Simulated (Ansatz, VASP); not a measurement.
# Mo in VASP and in Ansatz

INCAR

```
SYSTEM = Mo
ALGO     = Normal         ! electronic algorithm
EDIFF    = 1E-7           ! SCF threshold, eV
EDIFFG   = -0.01          ! ionic threshold
ENCUT    = 600            ! plane-wave cutoff, eV
GGA      = RE             ! functional
IBRION   = 2              ! ionic algorithm
ISIF     = 3              ! what is computed and relaxed
ISMEAR   = -1             ! smearing method
LASPH    = .True.         ! aspherical terms in the spheres
LCHARG   = .False.        ! write CHGCAR
LREAL    = .False.        ! projectors in reciprocal space
LWAVE    = .False.        ! write WAVECAR
NELM     = 60             ! most SCF steps
NSW      = 80             ! ionic steps
PREC     = Accurate       ! precision mode
SIGMA    = 0.1            ! smearing width, eV
```

Contents of KPOINTS:

```
k-points
0
Gamma
  12 12 12
  0 0 0
```

The input POSCAR:

```
Mo
1.0
    2.5629259694      0.0000000000      0.0000000000
    0.0000000000      2.5629259694      0.0000000000
    0.0000000000      0.0000000000      2.5629259694
Mo
1
Direct
    0.0000000000      0.0000000000      0.0000000000
```

Input for Ansatz:

```yaml
crystal:
  lattice:
    - [2.5629259694, 0.0, 0.0]
    - [0.0, 2.5629259694, 0.0]
    - [0.0, 0.0, 2.5629259694]
  atoms:
    - { symbol: Mo, position: [0.0, 0.0, 0.0] }
hamiltonian:
  xc: revpbe
  pseudopotentials:
    kind: paw
    azcp:
      Mo: "pseudopotentials/Mo.paw.azcp"
basis:
  ecutwfc: 420
  fft_grid_basis: typed
kpoints:
  mp_grid: { grid: [12, 12, 12], shift: [0, 0, 0] }
magnetization:
  spin_polarized: false
scf:
  occupations: { method: fermi_dirac, width: 0.1 }
relax:
  max_steps: 60
  f_tol: 0.01
  cell: {}
output:
  write_density: true
  write_potential: true
  elf: true
  volumetric_format: npy
```

Alike in both runs: task relaxation of cell and atoms; functional revPBE; k mesh 12 × 12 × 12; occupations fermi-dirac, width 0.1 eV; no spin polarisation.

|  | VASP | Ansatz |
| --- | --- | --- |
| version | VASP 6.6.1 | Ansatz 0.2.0 |
| potentials or method | VASP PAW PBE potentials, release 64 (Mo_sv), cutoff 600 eV | plane waves (420 eV) with PAW, scalar-relativistic |
| valence electrons in the cell | 14 | 14 |

|  | VASP | Ansatz | Ansatz less VASP |
| --- | --- | --- | --- |
| relaxed volume (Å³/atom) | 17.89 | 17.86 | -0.035 |
| relaxed cell length with the largest relative difference (Å) | 2.615 | 2.614 | -0.0017 |

VASP's potentials were made for PBE, not for revPBE.
